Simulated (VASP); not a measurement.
Input of a VASP 6.6.1 run:

File INCAR:

```
SYSTEM = Au
  PREC = Accurate
  ENCUT = 520
  EDIFF = 1E-6
  ISMEAR = -1
  SIGMA = 0.1
  LREAL = .False.
  LASPH = .True.
  NELM = 60
  ALGO = Normal
  ISIF = 2
  LWAVE = .False.
  LCHARG = .True.
  GGA = PE
  LELF = .True.
  LVHAR = .True.
  NBANDS = 48
```

The input KPOINTS:

```
Automatic mesh
0
Gamma
  3 3 3
  0 0 0
```

Contents of POSCAR:

```
Au
1.0
    0.0000000000      4.0807397400      4.0807397400
    4.0807397400      0.0000000000      4.0807397400
    4.0807397400      4.0807397400      0.0000000000
Au
7
Direct
   -0.0007904204     -0.0019759898      0.0030071754
   -0.0008736161      0.4981033169      0.0030749327
   -0.0007850292      0.4980558991      0.5030361235
    0.4990472634     -0.0019518520      0.0032133880
    0.4992442865     -0.0020106649      0.5031533817
    0.4992524958      0.4979350876      0.0031485713
    0.4991767743      0.4980125246      0.5031596306
```

Potentials or basis: VASP PAW PBE potentials, release 64 (Au).

Launch:

```sh
$ cat potpaw_PBE.64/Au/POTCAR > POTCAR
$ mpirun -np 1 vasp_std > vasp.out
```

What does it give for the pressure?

0.8 GPa.

What does it give for the band gap on the k mesh?

Zero (an odd number of electrons rules out a gap without spin polarisation).

Caveat: the k points lie up to 0.44 Å⁻¹ apart, too coarse for converged energies and pressures of a metal; spin-orbit coupling is left out, which moves the levels of the heavy elements.
